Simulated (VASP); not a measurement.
# ErCl (P-6m2) in VASP: notebook

The runs below take ErCl through relaxation of shape and atoms at fixed volume, with PBE.

Program: VASP 6.6.1. These are calculated values, not measurements. Logs are shortened: lines on timing, memory, paths and dates and some standing lists are left out, and cuts for length are marked.

### 1 The cell of the first run

The structure is hexagonal, space group P-6m2 (No. 187). Conventional cell: a = 3.379 Å, b = 3.379 Å, c = 4.238 Å, α = 90.00°, β = 90.00°, γ = 120.00°. Within 3.8 Å of Er (site symmetry -6m2) lie 6 Cl at 2.88 Å and 6 Er at 3.38 Å. Within 3.8 Å of Cl (site symmetry -6m2) lie 6 Er at 2.88 Å and 6 Cl at 3.38 Å.

### 2 Relaxation of shape and atoms at fixed volume, PBE (20.95 Å³/atom)

INCAR reads:

```
PREC     = Accurate       # precision mode
ENCUT    = 500            # plane-wave cutoff, eV
EDIFF    = 1E-7           # SCF threshold, eV
ISMEAR   = 0              # smearing method
SIGMA    = 0.1            # smearing width, eV
LREAL    = False          # projectors in reciprocal space
LASPH    = True           # aspherical terms in the spheres
NELM     = 200            # most SCF steps
ALGO     = Normal         # electronic algorithm
ISIF     = 4              # what is computed and relaxed
LWAVE    = False          # write WAVECAR
LCHARG   = False          # write CHGCAR
GGA      = PE             # functional
IBRION   = 2              # ionic algorithm
NSW      = 50             # ionic steps
EDIFFG   = -0.01          # ionic threshold
GGA_COMPAT= False        
NELMIN   = 4            
LMAXMIX  = 6              # l up to which the mixer works
```

KPOINTS reads:

```
Automatic mesh
0
Gamma
  18 18 14
```

POSCAR reads:

```
ErCl
1.0
    3.3787536161      0.0000000000      0.0000000000
   -1.6893768081      2.9260864647      0.0000000000
    0.0000000000      0.0000000000      4.2382118322
Er Cl
1 1
Direct
    0.0000000000      0.0000000000      0.5000000000
    0.6666666667      0.3333333333      0.0000000000
```

Potentials or basis: VASP PAW PBE potentials, release 64 (Er_3, Cl), 4f in core.

Run with:

```bash
> cat potpaw_PBE.64/Er_3/POTCAR potpaw_PBE.64/Cl/POTCAR > POTCAR
> mpirun -np 1 vasp_std > vasp.out
```

OUTCAR:

```text
PREC = Accurate
   ENCUT = 500
   EDIFF = 1E-7
   ISMEAR = 0
   LREAL = False
   LASPH = True
   NELM = 200
   ISIF = 4
   GGA = PE
   IBRION = 2
   NSW = 50
   EDIFFG = -0.01
   NELMIN = 4

 ion  position               nearest neighbor table
   1  0.000  0.000  0.500-   2 2.88   2 2.88   2 2.88   2 2.88   2 2.88   2 2.88
   2  0.667  0.333  0.000-   1 2.88   1 2.88   1 2.88   1 2.88   1 2.88   1 2.88

  LATTYP: Found a hexagonal cell.
 ALAT       =     3.3787536161
 C/A-ratio  =     1.2543713788

  Lattice vectors:

 A1 = (   3.3787536161,   0.0000000000,   0.0000000000)
 A2 = (  -1.6893768081,   2.9260864647,   0.0000000000)
 A3 = (   0.0000000000,   0.0000000000,   4.2382118322)

Analysis of symmetry for initial positions (statically):
=====================================================================
 Subroutine PRICEL returns:
 Original cell was already a primitive cell.

 Routine SETGRP: Setting up the symmetry group for a
 hexagonal supercell.

 Subroutine GETGRP returns: Found 12 space group operations
 (whereof 12 operations were pure point group operations)
 out of a pool of 24 trial point group operations.

The static configuration has the point symmetry D_3h.

Analysis of symmetry for dynamics (positions and initial velocities):
=====================================================================
 Subroutine PRICEL returns:
 Original cell was already a primitive cell.

 Routine SETGRP: Setting up the symmetry group for a
 hexagonal supercell.

 Subroutine GETGRP returns: Found 12 space group operations
 (whereof 12 operations were pure point group operations)
 out of a pool of 24 trial point group operations.

The dynamic configuration has the point symmetry D_3h.

 Subroutine INISYM returns: Found 12 space group operations
 (whereof 12 operations are pure point group operations),
 and found     1 'primitive' translations

----------------------------------------------------------------------------------------

                                     Primitive cell

  volume of cell :      41.9012

  direct lattice vectors                    reciprocal lattice vectors
     3.378753616  0.000000000  0.000000000     0.295967127  0.170876700  0.000000000
    -1.689376808  2.926086465  0.000000000     0.000000000  0.341753401  0.000000000
     0.000000000  0.000000000  4.238211832     0.000000000  0.000000000  0.235948565

  length of vectors
     3.378753616  3.378753616  4.238211832     0.341753401  0.341753401  0.235948565

  position of ions in fractional coordinates (direct lattice)
     0.000000000  0.000000000  0.500000000
     0.666666667  0.333333333  0.000000000

  ion indices of the primitive-cell ions
   primitive index   ion index
                 1           1
                 2           2

----------------------------------------------------------------------------------------

 KPOINTS: Automatic mesh

Automatic generation of k-mesh.
 Grid dimensions read from file:
 generate k-points for:   18   18   14

 Generating k-lattice:

  Cartesian coordinates                     Fractional coordinates (reciprocal lattice)
     0.016442618  0.009493150  0.000000000     0.055555556  0.000000000  0.000000000
     0.000000000  0.018986300  0.000000000     0.000000000  0.055555556  0.000000000
     0.000000000  0.000000000  0.016853469     0.000000000  0.000000000  0.071428571

  Length of vectors
     0.018986300  0.018986300  0.016853469

  Shift w.r.t. Gamma in fractional coordinates (k-lattice)
     0.000000000  0.000000000  0.000000000

 Subroutine IBZKPT returns following result:
 ===========================================

 Found    296 irreducible k-points:

 Following reciprocal coordinates:
            Coordinates               Weight
  0.000000  0.000000  0.000000      1.000000
  0.055556  0.000000  0.000000      6.000000
  0.111111  0.000000  0.000000      6.000000
  0.166667  0.000000  0.000000      6.000000
  0.222222  0.000000  0.000000      6.000000
  0.277778  0.000000  0.000000      6.000000
[... 16 lines left out ...]
  0.333333  0.111111  0.000000     12.000000
  0.388889  0.111111  0.000000     12.000000
 [... further k-points ...]
   k-points           NKPTS =    296   k-points in BZ     NKDIM =    296   number of bands    NBANDS=     12
   number of dos      NEDOS =    301   number of ions     NIONS =      2
   total plane-waves  NPLWV =  25088
   dimension x,y,z NGX =    28 NGY =   28 NGZ =   32
   dimension x,y,z NGXF=    56 NGYF=   56 NGZF=   64
   ions per type =               1   1
   NGX,Y,Z   is equivalent  to a cutoff of  13.78, 13.78, 12.55 a.u.
   NGXF,Y,Z  is equivalent  to a cutoff of  27.55, 27.55, 25.10 a.u.
 SYSTEM =  unknown system
   PREC   = accura    normal or accurate (medium, high low for compatibility)
   ISTART =      0    job   : 0-new  1-cont  2-samecut
   ICHARG =      2    charge: 1-file 2-atom 10-const
   ISPIN  =      1    spin polarized calculation?
   LNONCOLLINEAR =      F non collinear calculations
   LSORBIT =      F    spin-orbit coupling
   LASPH  =      T    aspherical Exc in radial PAW
   ENCUT  =  500.0 eV  36.75 Ry    6.06 a.u.   6.16  6.16  7.73*2*pi/ulx,y,z
   NELM   =    200;   NELMIN=  4; NELMDL= -5     # of ELM steps
   EDIFF  = 0.1E-06   stopping-criterion for ELM
   LREAL  =      F    real-space projection
   EDIFFG = -.1E-01   stopping-criterion for IOM
   NSW    =     50    number of steps for IOM
   IBRION =      2    ionic relax: 0-MD 1-quasi-New 2-CG
   NFREE  =      1    steps in history (QN), initial steepest desc. (CG)
   ISIF   =      4    stress and relaxation
   ISYM   =      2    0-nonsym 1-usesym 2-fastsym
   POTIM  = 0.5000    time-step for ionic-motion
   TEBEG  =    0.0;   TEEND  =   0.0 temperature during run
   PSTRESS=    0.0 pullay stress
   NELECT =      16.0000    total number of electrons
   NUPDOWN=      -1.0000    fix difference up-down
   EMIN   =  10.00;   EMAX   =-10.00  energy-range for DOS
   EFERMI =   0.00;   METHOD = LEGACY
   ISMEAR =     0;   SIGMA  =   0.10  broadening in eV -4-tet -1-fermi 0-gaus
   EFERMI_NEDOS =   21; number of points for ismear=-14 and -15
   IALGO  =     38    algorithm
   IMIX   =      4    mixing-type and parameters
     AMIX     =   0.40;   BMIX     =  1.00
     AMIX_MAG =   1.60;   BMIX_MAG =  1.00
  volume/ion in A,a.u.               =      20.95       141.38
  Fermi-wavevector in a.u.,A,eV,Ry     =   1.187698  2.244424 19.192741  1.410627
  Thomas-Fermi vector in A             =   2.323844
   LORBIT       =      0    0 simple, 1 ext, 2 COOP (PROOUT), +10 PAW based schemes
   GGA     = PE    functional components
   LHFCALC =     F    Hartree Fock is set to
   AEXX    =    0.0000 exact exchange contribution
   IVDW    =     0    specifies the selected vdW correction
   LEPSILON=     F    determine dielectric tensor
   LRPA    =     F    only Hartree local field effects (RPA)
 conjugate gradient relaxation of ions
 non-spin polarized calculation
 Gauss-broadening in eV      SIGMA  =   0.10
  energy-cutoff  :      500.00
  volume of cell :       41.90
 maximum number of plane-waves:      1084
 NGX is ok and might be reduce to    28
   NGX = 13   NGY = 13   NGZ = 15

--------------------------------------- Ionic step        1  -------------------------------------------

 number of electron      15.9999996 magnetization

 Free energy of the ion-electron system (eV)
  ---------------------------------------------------
  ext. energy  EPLUGINS =         0.00000000
  ---------------------------------------------------
  free energy    TOTEN  =        -8.75339735 eV

  energy without entropy =       -8.75239236  energy(sigma->0) =       -8.75289486

------------------------ aborting loop because EDIFF is reached ----------------------------------------

  FORCE on cell =-STRESS in cart. coord.  units (eV):
  Direction    XX          YY          ZZ          XY          YZ          ZX
  --------------------------------------------------------------------------------------
  -------------------------------------------------------------------------------------
  Total        0.9909023      0.9909023      0.7952270     -0.0000000      0.0000000     -0.0000000
  in kB       37.8891705     37.8891705     30.4071238     -0.0000000      0.0000000     -0.0000000
  external PRESSURE =      35.3951549 kB  Pullay stress =       0.0000000 kB
[... 57 lines left out ...]
  energy  without entropy=       -8.7528245060  energy(sigma->0) =       -8.75331959

--------------------------------------- Ionic step        3  -------------------------------------------

 number of electron      15.9999996 magnetization

 Free energy of the ion-electron system (eV)
  ---------------------------------------------------
  ext. energy  EPLUGINS =         0.00000000
  ---------------------------------------------------
  free energy    TOTEN  =        -8.75387802 eV

  energy without entropy =       -8.75289647  energy(sigma->0) =       -8.75338724

 E-fermi :   6.6442     XC(G=0): -10.5818

 val. band max:        6.6439378672   @ k =   0.3333   0.3333   0.3571
 cond. band min:       6.6637564060   @ k =   0.2222   0.2222   0.1429
 fundamental gap:      0.0198185388
 Fermi energy:         6.6442137996

 k-point     1 :       0.0000    0.0000    0.0000
  band No.  band energies     occupation
      1     -19.2028      2.00000
      2     -18.4522      2.00000
      3     -18.4522      2.00000
      4     -12.5770      2.00000
      5      -0.4033      2.00000
      6       1.1642      2.00000
      7       1.1642      2.00000
      8       3.2189      2.00000
      9       7.0762      0.00000
     10       8.7072      0.00000
     11       8.7072      0.00000
     12      10.0977      0.00000
[... 331 lines left out ...]
 k-point    24 :       0.3889    0.1111    0.0000
  band No.  band energies     occupation
      1     -19.1121      2.00000
      2     -19.0823      2.00000
      3     -18.6550      2.00000
      4     -11.6805      2.00000
      5      -1.9663      2.00000
      6      -0.7603      2.00000
      7       0.3562      2.00000
      8       5.2600      2.00000
      9       7.4841      0.00000
     10       8.3275      0.00000
     11       9.7122      0.00000
     12       9.8433      0.00000

 [... further k-points ...]

------------------------ aborting loop because EDIFF is reached ----------------------------------------

  FORCE on cell =-STRESS in cart. coord.  units (eV):
  Direction    XX          YY          ZZ          XY          YZ          ZX
  --------------------------------------------------------------------------------------
  -------------------------------------------------------------------------------------
  Total        0.9021223      0.9021223      0.9025055     -0.0000000      0.0000000      0.0000000
  in kB       34.4944857     34.4944857     34.5091368     -0.0000000      0.0000000      0.0000000
  external PRESSURE =      34.4993694 kB  Pullay stress =       0.0000000 kB
[... 17 lines left out ...]
  FREE ENERGIE OF THE ION-ELECTRON SYSTEM (eV)
  ---------------------------------------------------
  free  energy   TOTEN  =        -8.7538780178 eV

  energy  without entropy=       -8.7528964690  energy(sigma->0) =       -8.75338724

 reached required accuracy - stopping structural energy minimisation
```

Run time: 5.2 min. Hardware: 1 thread of Intel Xeon Platinum 8375C at 2.90GHz (Ice Lake), shared host; peak memory 0.29 GiB.

What came out:

```yaml
Free_energy: -8.7539 eV
Energy_gained_by_relaxing: 0.2 meV/atom
Ionic_steps: 3
Pressure_after_relaxing: 3.4 GPa
Band_gap_on_the_k_mesh: zero (bands 8 and 9 overlap by 0.06 eV)
```

Step by step:
| step | energy change (eV) | largest force (eV/Å) | pressure (GPa) | volume (Å³) |
| --- | --- | --- | --- | --- |
| 1 | 0.0000 | 0.0000 | 3.54 | 41.90 |
| 2 | -0.0004 | 0.0000 | 3.48 | 41.90 |
| 3 | -0.0005 | 0.0000 | 3.45 | 41.90 |

Final structure:
```
Er Cl
1.0
     3.38720    0.00000    0.00000
    -1.69360    2.93341    0.00000
     0.00000    0.00000    4.21709
Er Cl
1 1
Direct
  0.00000 0.00000 0.50000
  0.66667 0.33333 0.00000
```

Levels at points of the mesh, in eV from the Fermi level:
```csv
k point,band 6,band 7,band 8,band 9,band 10,band 11
"(0.00, 0.00, 0.00)",-5.48,-5.48,-3.43,0.43,2.06,2.06
"(0.50, 0.00, 0.00)",-7.42,-5.95,-1.82,1.69,1.82,2.09
"(0.00, 0.00, 0.50)",-5.46,-5.46,-0.94,1.20,1.20,3.00
"(0.50, 0.00, 0.50)",-7.47,-6.35,-1.30,1.16,2.06,4.47
```

Caveat: spin-orbit coupling is left out, which moves the levels of the heavy elements; the 4f electrons are frozen in the core, so they carry no moment and show no levels; the run has no spin polarisation, though such a crystal can be magnetic.

### 3 Relaxation of shape and atoms at fixed volume, PBE (21.62 Å³/atom)

This run uses another cell than the first one, of 21.62 Å³/atom.

INCAR reads:

```
SYSTEM = ErCl
PREC     = Accurate       ! precision mode
ENCUT    = 500            ! plane-wave cutoff, eV
EDIFF    = 1E-7           ! SCF threshold, eV
ISMEAR   = 0              ! smearing method
SIGMA    = 0.1            ! smearing width, eV
LREAL    = .FALSE.        ! projectors in reciprocal space
LASPH    = .TRUE.         ! aspherical terms in the spheres
NELM     = 200            ! most SCF steps
ALGO     = Normal         ! electronic algorithm
ISIF     = 4              ! what is computed and relaxed
LWAVE    = .FALSE.        ! write WAVECAR
LCHARG   = .FALSE.        ! write CHGCAR
GGA      = PE             ! functional
IBRION   = 2              ! ionic algorithm
NSW      = 50             ! ionic steps
EDIFFG   = -0.01          ! ionic threshold
GGA_COMPAT= .FALSE.      
NELMIN   = 4            
LMAXMIX  = 6              ! l up to which the mixer works
```

KPOINTS reads:

```
Automatic mesh
0
G
  18 18 14
  0 0 0
```

POSCAR reads:

```
ErCl
1.0
    3.4072224671      0.0000000000      0.0000000000
   -1.7036112336      2.9507412129      0.0000000000
    0.0000000000      0.0000000000      4.3006946205
Er Cl
1 1
Direct
    0.0000000000      0.0000000000      0.5000000000
    0.6666666667      0.3333333333      0.0000000000
```

Potentials or basis: VASP PAW PBE potentials, release 64 (Er_3, Cl), 4f in core.

Run with:

```bash
> cat potpaw_PBE.64/Er_3/POTCAR potpaw_PBE.64/Cl/POTCAR > POTCAR
> mpirun -np 1 vasp_std > vasp.out
```

It took 5.4 min on 1 thread of Intel Xeon Platinum 8375C at 2.90GHz (Ice Lake), shared host; peak memory 0.3 GiB.

Results (log left out):

```
Free energy               : -8.7753 eV
Energy gained by relaxing : 0.3 meV/atom
Ionic steps               : 3
Pressure after relaxing   : 1.6 GPa
Band gap on the k mesh    : zero (bands 8 and 9 overlap by 0.09 eV)
```

Step by step:
| step | energy change (eV) | largest force (eV/Å) | pressure (GPa) | volume (Å³) |
| --- | --- | --- | --- | --- |
| 1 | 0.0000 | 0.0000 | 1.72 | 43.24 |
| 2 | -0.0005 | 0.0000 | 1.66 | 43.24 |
| 3 | -0.0005 | 0.0000 | 1.62 | 43.24 |

Final structure:
```xyz
2
Lattice="3.4162 0.0000 0.0000 -1.7081 2.9585 0.0000 0.0000 0.0000 4.2781" Properties=species:S:1:pos:R:3 pbc="T T T"
Er   -1.7081    2.9585    2.1390
Cl    1.7081    0.9862    0.0000
```

Levels at points of the mesh, in eV from the Fermi level:
```tsv
k point	band 6	band 7	band 8	band 9	band 10	band 11
(0.00, 0.00, 0.00)	-5.40	-5.40	-3.44	0.40	2.00	2.00
(0.50, 0.00, 0.00)	-7.28	-5.86	-1.75	1.63	1.72	2.08
(0.00, 0.00, 0.50)	-5.38	-5.38	-1.01	1.20	1.20	2.99
(0.50, 0.00, 0.50)	-7.34	-6.22	-1.31	1.09	1.96	4.28
```

Caveat: spin-orbit coupling is left out, which moves the levels of the heavy elements; the 4f electrons are frozen in the core, so they carry no moment and show no levels; the run has no spin polarisation, though such a crystal can be magnetic. With open d or f shells a metallic result of PBE can be an artefact of self-interaction; +U or a hybrid may open a gap.
